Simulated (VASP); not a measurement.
# Si2W (I4/mmm) in VASP: a series of runs

Si2W is run at these levels: PBE; tasks: single point.

Everything below comes from runs of VASP 6.6.1. Logs are shortened: lines on timing, memory, paths and dates and some standing lists are left out, and cuts for length are marked.

### Step 1. The cell of the first run

The structure is tetragonal, space group I4/mmm (No. 139). Conventional cell: a = 3.214 Å, b = 3.214 Å, c = 7.830 Å, α = 90.00°, β = 90.00°, γ = 90.00°. Within 3.4 Å of Si (site symmetry 4mm) lie 9 Si at 2.59 to 3.21 Å and 5 W at 2.62 Å. Within 3.4 Å of W (site symmetry 4/mmm) lie 10 Si at 2.62 Å and 4 W at 3.21 Å.

### Step 2. Single point, PBE

The input, INCAR:

```
SYSTEM = Si2W
PREC     = Accurate       ! precision mode
ENCUT    = 500            ! plane-wave cutoff, eV
EDIFF    = 1E-6           ! SCF threshold, eV
ISMEAR   = 1              ! smearing method
SIGMA    = 0.25           ! smearing width, eV
LREAL    = .FALSE.        ! projectors in reciprocal space
LASPH    = .TRUE.         ! aspherical terms in the spheres
NELM     = 120            ! most SCF steps
ALGO     = Normal         ! electronic algorithm
ISIF     = 2              ! what is computed and relaxed
LWAVE    = .FALSE.        ! write WAVECAR
LCHARG   = .TRUE.         ! write CHGCAR
GGA      = PE             ! functional
LELF     = .TRUE.         ! ELF
LVHAR    = .TRUE.       
NBANDS   = 18             ! bands
GGA_COMPAT= .FALSE.
```

The input, KPOINTS:

```
Automatic mesh
0
G
  12 12 12
  0 0 0
```

The input, POSCAR:

```
Si2W
1.0
   -1.6069000000      1.6069000000      3.9149500000
    1.6069000000     -1.6069000000      3.9149500000
    1.6069000000      1.6069000000     -3.9149500000
Si W
2 1
Direct
    0.3347000000      0.3347000000      0.0000000000
    0.6653000000      0.6653000000      0.0000000000
    0.0000000000      0.0000000000      0.0000000000
```

Potentials or basis: VASP PAW PBE potentials, release 64 (Si, W_sv).

Started as:

```console
> cat potpaw_PBE.64/Si/POTCAR potpaw_PBE.64/W_sv/POTCAR > POTCAR
> mpirun -np 1 vasp_std > vasp.out
```

OUTCAR:

```text
SYSTEM = Si2W
   PREC = Accurate
   ENCUT = 500
   EDIFF = 1E-6
   ISMEAR = 1
   LREAL = .FALSE.
   LASPH = .TRUE.
   NELM = 120
   ISIF = 2
   GGA = PE

 ion  position               nearest neighbor table
   1  0.335  0.335  0.000-   2 2.59   3 2.62   3 2.62   3 2.62   3 2.62   3 2.62   2 2.63   2 2.63
                             2 2.63   2 2.63
   2  0.665  0.665  0.000-   1 2.59   3 2.62   3 2.62   3 2.62   3 2.62   3 2.62   1 2.63   1 2.63
                             1 2.63   1 2.63
   3  0.000  0.000  0.000-   2 2.62   2 2.62   2 2.62   1 2.62   2 2.62   1 2.62   1 2.62   1 2.62
                             1 2.62   2 2.62

  LATTYP: Found a body centered tetragonal cell.
 ALAT       =     3.2138000000
 C/A-ratio  =     2.4363370465

  Lattice vectors:

 A1 = (  -1.6069000000,   1.6069000000,   3.9149500000)
 A2 = (   1.6069000000,  -1.6069000000,   3.9149500000)
 A3 = (   1.6069000000,   1.6069000000,  -3.9149500000)

Analysis of symmetry for initial positions (statically):
=====================================================================
 Subroutine PRICEL returns:
 Original cell was already a primitive cell.

 Routine SETGRP: Setting up the symmetry group for a
 body centered tetragonal supercell.

 Subroutine GETGRP returns: Found 16 space group operations
 (whereof 16 operations were pure point group operations)
 out of a pool of 16 trial point group operations.

The static configuration has the point symmetry D_4h.

Analysis of symmetry for dynamics (positions and initial velocities):
=====================================================================
 Subroutine PRICEL returns:
 Original cell was already a primitive cell.

 Routine SETGRP: Setting up the symmetry group for a
 body centered tetragonal supercell.

 Subroutine GETGRP returns: Found 16 space group operations
 (whereof 16 operations were pure point group operations)
 out of a pool of 16 trial point group operations.

The dynamic configuration has the point symmetry D_4h.

 Subroutine INISYM returns: Found 16 space group operations
 (whereof 16 operations are pure point group operations),
 and found     1 'primitive' translations

----------------------------------------------------------------------------------------

                                     Primitive cell

  volume of cell :      40.4356

  direct lattice vectors                    reciprocal lattice vectors
    -1.606900000  1.606900000  3.914950000     0.000000000  0.311158131  0.127715552
     1.606900000 -1.606900000  3.914950000     0.311158131  0.000000000  0.127715552
[... 90 lines left out ...]
   NSW    =      0    number of steps for IOM
   IBRION =     -1    ionic relax: 0-MD 1-quasi-New 2-CG
   NFREE  =      0    steps in history (QN), initial steepest desc. (CG)
   ISIF   =      2    stress and relaxation
   ISYM   =      2    0-nonsym 1-usesym 2-fastsym
   POTIM  = 0.5000    time-step for ionic-motion
   TEBEG  =    0.0;   TEEND  =   0.0 temperature during run
   PSTRESS=    0.0 pullay stress
   NELECT =      22.0000    total number of electrons
   NUPDOWN=      -1.0000    fix difference up-down
   EMIN   =  10.00;   EMAX   =-10.00  energy-range for DOS
   EFERMI =   0.00;   METHOD = LEGACY
   ISMEAR =     1;   SIGMA  =   0.25  broadening in eV -4-tet -1-fermi 0-gaus
   EFERMI_NEDOS =   21; number of points for ismear=-14 and -15
   IALGO  =     38    algorithm
   IMIX   =      4    mixing-type and parameters
     AMIX     =   0.40;   BMIX     =  1.00
     AMIX_MAG =   1.60;   BMIX_MAG =  1.00
  volume/ion in A,a.u.               =      13.48        90.96
  Fermi-wavevector in a.u.,A,eV,Ry     =   1.336476  2.525573 24.302284  1.786167
  Thomas-Fermi vector in A             =   2.465099
   LORBIT       =      0    0 simple, 1 ext, 2 COOP (PROOUT), +10 PAW based schemes
   GGA     = PE    functional components
   LHFCALC =     F    Hartree Fock is set to
   AEXX    =    0.0000 exact exchange contribution
   IVDW    =     0    specifies the selected vdW correction
   LEPSILON=     F    determine dielectric tensor
   LRPA    =     F    only Hartree local field effects (RPA)
 non-spin polarized calculation
 Methfessel and Paxton  Order N= 1 SIGMA  =   0.25
  energy-cutoff  :      500.00
  volume of cell :       40.44
 maximum number of plane-waves:      1044
 NGX is ok and might be reduce to    36
   NGX = 17   NGY = 17   NGZ = 17

 number of electron      21.9999999 magnetization

 Free energy of the ion-electron system (eV)
  ---------------------------------------------------
  ext. energy  EPLUGINS =         0.00000000
  ---------------------------------------------------
  free energy    TOTEN  =       -24.80759464 eV

  energy without entropy =      -24.81039807  energy(sigma->0) =      -24.80852912

 E-fermi :  11.9583     XC(G=0): -12.5285

 val. band max:       11.9218382089   @ k =  -0.3333  -0.4167   0.3333
 cond. band min:      11.9904581887   @ k =  -0.4167  -0.4167   0.3333
 fundamental gap:      0.0686199798
 Fermi energy:        11.9583182566

 k-point     1 :       0.0000    0.0000    0.0000
  band No.  band energies     occupation
      1     -61.8907      2.00000
      2     -26.1491      2.00000
      3     -26.1331      2.00000
      4     -26.1331      2.00000
      5      -2.1179      2.00000
      6       5.1050      2.00000
[... 481 lines left out ...]
      5       0.9648      2.00000
      6       3.6472      2.00000
[... 10 lines left out ...]
     17      19.0358      0.00000
     18      20.3222      0.00000

 [... further k-points ...]

------------------------ aborting loop because EDIFF is reached ----------------------------------------

  FORCE on cell =-STRESS in cart. coord.  units (eV):
  Direction    XX          YY          ZZ          XY          YZ          ZX
  --------------------------------------------------------------------------------------
  -------------------------------------------------------------------------------------
  Total        0.8052788      0.8052788      0.9042110      0.0000000     -0.0000000      0.0000000
  in kB       31.9075127     31.9075127     35.8274955      0.0000000     -0.0000000      0.0000000
  external PRESSURE =      33.2141736 kB  Pullay stress =       0.0000000 kB

 VOLUME and BASIS-vectors are now :
 -----------------------------------------------------------------------------
  energy-cutoff  :      500.00
  volume of cell :       40.44
      direct lattice vectors                 reciprocal lattice vectors
    -1.606900000  1.606900000  3.914950000     0.000000000  0.311158131  0.127715552
     1.606900000 -1.606900000  3.914950000     0.311158131  0.000000000  0.127715552
     1.606900000  1.606900000 -3.914950000     0.311158131  0.311158131  0.000000000

 POSITION                                       TOTAL-FORCE (eV/Angst)
 -----------------------------------------------------------------------------------
      0.00000      0.00000      2.62067         0.000000      0.000000     -0.070671
      0.00000      0.00000      5.20923        -0.000000     -0.000000      0.070671
      0.00000      0.00000      0.00000         0.000000      0.000000     -0.000000
 -----------------------------------------------------------------------------------
    total drift:                               -0.000000     -0.000000      0.000000

  FREE ENERGIE OF THE ION-ELECTRON SYSTEM (eV)
  ---------------------------------------------------
  free  energy   TOTEN  =       -24.8075946427 eV

  energy  without entropy=      -24.8103980667  energy(sigma->0) =      -24.80852912
```

OSZICAR:

```text
N       E                     dE             d eps       ncg     rms          rms(c)
DAV:   1     0.127509983470E+03    0.12751E+03   -0.10475E+04  5868   0.120E+03
DAV:   2    -0.212073567887E+02   -0.14872E+03   -0.14528E+03  6766   0.315E+02
DAV:   3    -0.256321221748E+02   -0.44248E+01   -0.43595E+01  7364   0.491E+01
DAV:   4    -0.256715126084E+02   -0.39390E-01   -0.39302E-01  6968   0.481E+00
DAV:   5    -0.256719332727E+02   -0.42066E-03   -0.42064E-03  6942   0.529E-01    0.254E+01
DAV:   6    -0.249103264038E+02    0.76161E+00   -0.35111E+00  6308   0.133E+01    0.875E+00
DAV:   7    -0.248303689261E+02    0.79957E-01   -0.23316E-01  6288   0.271E+00    0.458E+00
DAV:   8    -0.248080768302E+02    0.22292E-01   -0.43599E-02  6576   0.165E+00    0.332E-01
DAV:   9    -0.248076861152E+02    0.39071E-03   -0.10275E-03  6790   0.258E-01    0.197E-01
DAV:  10    -0.248076006081E+02    0.85507E-04   -0.26899E-04  7032   0.142E-01    0.385E-02
DAV:  11    -0.248075943735E+02    0.62346E-05   -0.36068E-05  6728   0.435E-02    0.177E-02
DAV:  12    -0.248075946427E+02   -0.26915E-06   -0.15963E-06  4770   0.832E-03
   1 F= -.24807595E+02 E0= -.24808529E+02  d E =0.280342E-02
```

stdout:

```text
POSCAR found type information on POSCAR SiW
 POSCAR found :  2 types and       3 ions
 scaLAPACK will be used
 LDA part: xc-table for (Slater+PW92), standard interpolation
 POSCAR, INCAR and KPOINTS ok, starting setup
 FFT: planning ... GRIDC
 FFT: planning ... GRID_SOFT
 FFT: planning ... GRID
 WAVECAR not read
 entering main loop
```

Wall time 62 s (1 thread of Intel Xeon 6975P-C (Granite Rapids), shared host); peak memory 0.27 GiB.

What came out:

```
Free energy            : -24.8076 eV
Pressure               : 3.3 GPa
Largest force          : 0.071 eV/Å
Band gap on the k mesh : zero (bands 11 and 12 overlap by 1.30 eV)
```

Forces in eV/Å, atoms in the order of the input:
```
Si   0.000  0.000 -0.071
Si   0.000  0.000  0.071
W    0.000  0.000  0.000
```

Stress tensor (GPa, compression positive):
```
3.19 0.00 0.00
0.00 3.19 0.00
0.00 0.00 3.58
```

Levels at points of the mesh, in eV from the Fermi level:
| k point | band 9 | band 10 | band 11 | band 12 | band 13 | band 14 |
| --- | --- | --- | --- | --- | --- | --- |
| (0.00, 0.00, 0.00) | -2.84 | -2.84 | 0.61 | 2.75 | 2.94 | 3.07 |
| (0.50, 0.00, 0.00) | -2.80 | -2.76 | -0.43 | 2.71 | 2.79 | 3.94 |
| (0.50, 0.50, 0.00) | -5.01 | -3.25 | -1.76 | 2.80 | 2.98 | 3.14 |
| (0.50, 0.50, 0.50) | -0.84 | -0.84 | -0.49 | -0.49 | 0.79 | 4.51 |

Caveat: the cell stands under pressure; spin-orbit coupling is left out, which moves the levels of the heavy elements.

### Step 3. Single point, PBE

The input, INCAR:

```
SYSTEM = Si2W
PREC = Accurate
ENCUT = 500
EDIFF = 1E-6
ISMEAR = 1
SIGMA = 0.15
LREAL = .FALSE.
LASPH = .TRUE.
NELM = 120
ALGO = Normal
ISIF = 2
LWAVE = .FALSE.
LCHARG = .FALSE.
GGA = PE
NBANDS = 18
GGA_COMPAT = .FALSE.
```

KPOINTS is that of step 2.

POSCAR is that of step 2.

Potentials or basis: VASP PAW PBE potentials, release 64 (Si, W_sv).

Started as:

```console
> cat potpaw_PBE.64/Si/POTCAR potpaw_PBE.64/W_sv/POTCAR > POTCAR
> mpirun -np 1 vasp_std > vasp.out
```

Wall time 68 s (1 thread of Intel Xeon 6975P-C (Granite Rapids), shared host); peak memory 0.27 GiB.

The run converged. Its results:

```yaml
Free_energy: -24.8082 eV
Pressure: 3.3 GPa
Largest_force: 0.082 eV/Å
Band_gap_on_the_k_mesh: zero (bands 11 and 12 overlap by 1.30 eV)
```

Forces in eV/Å, atoms in the order of the input:
```
Si   0.000  0.000 -0.082
Si   0.000  0.000  0.082
W    0.000  0.000  0.000
```

Stress tensor (GPa, compression positive):
```
3.17 0.00 0.00
0.00 3.17 0.00
0.00 0.00 3.69
```

Levels at points of the mesh, in eV from the Fermi level:
| k point | band 7 | band 8 | band 9 | band 10 | band 11 | band 12 | band 13 | band 14 | band 15 | band 16 |
| --- | --- | --- | --- | --- | --- | --- | --- | --- | --- | --- |
| (0.00, 0.00, 0.00) | -3.76 | -3.34 | -2.86 | -2.86 | 0.59 | 2.73 | 2.92 | 3.04 | 3.04 | 4.61 |
| (0.50, 0.00, 0.00) | -5.76 | -4.88 | -2.82 | -2.78 | -0.46 | 2.69 | 2.77 | 3.92 | 4.41 | 5.08 |
| (0.50, 0.50, 0.00) | -6.02 | -5.51 | -5.03 | -3.27 | -1.79 | 2.78 | 2.95 | 3.11 | 3.89 | 4.29 |
| (0.50, 0.50, 0.50) | -3.86 | -2.59 | -0.86 | -0.86 | -0.52 | -0.52 | 0.77 | 4.48 | 4.87 | 6.14 |

Caveat: the cell stands under pressure; spin-orbit coupling is left out, which moves the levels of the heavy elements.

### Step 4. Single point, PBE

Edit INCAR of step 3 so:

```diff
@@ -5,3 +5,3 @@
 ISMEAR = 1
-SIGMA = 0.15
+SIGMA = 0.025
 LREAL = .FALSE.
@@ -12,4 +12,6 @@
 LWAVE = .FALSE.
-LCHARG = .FALSE.
+LCHARG = .TRUE.
 GGA = PE
+LELF = .TRUE.
+LVHAR = .TRUE.
 NBANDS = 18
```

The input, KPOINTS:

```
regular mesh
0
G
  12 12 12
  0 0 0
```

POSCAR is that of step 3.

Started as:

```console
> cat potpaw_PBE.64/Si/POTCAR potpaw_PBE.64/W_sv/POTCAR > POTCAR
> mpirun -np 1 vasp_std > vasp.out
```

It took 75 s on 1 thread of Intel Xeon 6975P-C (Granite Rapids), shared host; peak memory 0.27 GiB.

The run converged. Its results:

| Quantity | Value |
| --- | --- |
| Free energy | -24.8083 eV |
| Pressure | 3.3 GPa |
| Largest force | 0.084 eV/Å |
| Band gap on the k mesh | zero (bands 11 and 12 overlap by 1.30 eV) |

Forces on the atoms (eV/Å):
```
Si   0.000  0.000 -0.084
Si   0.000  0.000  0.084
W    0.000  0.000  0.000
```

Stress tensor (GPa, compression positive):
```
3.16 0.00 0.00
0.00 3.16 0.00
0.00 0.00 3.71
```

Levels at points of the mesh, in eV from the Fermi level:
```tsv
k point	band 8	band 9	band 10	band 11	band 12	band 13	band 14	band 15
(0.00, 0.00, 0.00)	-3.36	-2.88	-2.88	0.57	2.71	2.90	3.03	3.03
(0.50, 0.00, 0.00)	-4.90	-2.84	-2.80	-0.47	2.67	2.75	3.90	4.39
(0.50, 0.50, 0.00)	-5.53	-5.05	-3.29	-1.80	2.76	2.94	3.10	3.87
(0.50, 0.50, 0.50)	-2.61	-0.88	-0.88	-0.53	-0.53	0.75	4.47	4.85
```

Caveat: the cell stands under pressure; spin-orbit coupling is left out, which moves the levels of the heavy elements.

### Step 5. The runs side by side

```tsv
smearing	gap on the mesh (eV)	pressure (GPa)	largest force (eV/Å)
methfessel-paxton 0.25 eV	none	3.3	0.07
methfessel-paxton 0.15 eV	none	3.3	0.08
methfessel-paxton 0.025 eV	none	3.3	0.08
```

Alike in all rows: task single point; level PBE; potentials or basis VASP PAW PBE potentials, release 64 (Si, W_sv); no spin polarisation; cell as given; k mesh 12 × 12 × 12; cutoff (eV) 500.

Caveats: the cell stands under pressure; spin-orbit coupling is left out, which moves the levels of the heavy elements.

Total energies depend on the potentials used, so only differences within one code and one set of settings carry meaning.
